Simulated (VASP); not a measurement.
A run of VASP 6.6.1:

Contents of INCAR:

```
SYSTEM = In
ALGO = Normal
EDIFF = 1E-6
ENCUT = 520
GGA = PS
ISIF = 2
ISMEAR = -1
IVDW = 13
LASPH = .TRUE.
LCHARG = .FALSE.
LREAL = .FALSE.
LWAVE = .FALSE.
NBANDS = 12
NELM = 60
PREC = Accurate
SIGMA = 0.1
```

The input KPOINTS:

```
k-points
0
G
  8 8 8
  0 0 0
```

Contents of POSCAR:

```
In
1.0
   -1.6059359000      1.6059359000      2.4420357800
    1.6059359000     -1.6059359000      2.4420357800
    1.6059359000      1.6059359000     -2.4420357800
In
1
Direct
    0.0000000000      0.0000000000      0.0000000000
```

Potentials or basis: VASP PAW PBE potentials, release 64 (In_d).

Run with:

```sh
$ cat potpaw_PBE.64/In_d/POTCAR > POTCAR
$ mpirun -np 1 vasp_std > vasp.out
```

Hardware: 1 thread of AMD EPYC 7R43 64-Core Processor (Zen 3), on a shared host.

Q: How long does it take, and how much memory?

A: Wall time 16 s on 1 thread of AMD EPYC 7R43 64-Core Processor (Zen 3), with other jobs on the host, peak memory 0.13 GiB. Counts: scf iterations 10, k points 59.
